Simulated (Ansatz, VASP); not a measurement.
W3N4 in VASP and in Ansatz

```
W N
1.0
     4.15567    0.00000    0.00000
     0.00000    4.15567    0.00000
     0.00000    0.00000    4.15567
W N
3 4
Direct
  0.50000 0.50000 0.00000
  0.00000 0.50000 0.50000
  0.50000 0.00000 0.50000
  0.50000 0.50000 0.50000
  0.50000 0.00000 0.00000
  0.00000 0.50000 0.00000
  0.00000 0.00000 0.50000
```

Alike in both runs: functional LDA; k mesh 10 × 10 × 10; occupations gaussian, width 0.1 eV; no spin polarisation.

Ansatz relaxed the structure, and its values are those at the end. VASP's run is a single point on that final structure, the one shown.

|  | VASP | Ansatz |
| --- | --- | --- |
| version | VASP 6.6.1 | Ansatz 0.2.0 |
| potentials or method | VASP PAW LDA potentials, release 64 (W_sv, N), cutoff 520 eV | scalar-relativistic, plane waves, PAW |
| valence electrons in the cell | 62 | 62 |

```tsv
	VASP	Ansatz	Ansatz less VASP
gap on the k mesh at the Fermi level (eV)	none	none	-
pressure (GPa)	3.0	0.0	-2.95
```

LDA's correlation is that of Perdew and Zunger in VASP and of Perdew and Wang (1992) in Ansatz. A gap of «none» marks a metal or a gap that the smearing closes.

Neither program's run includes spin-orbit coupling.
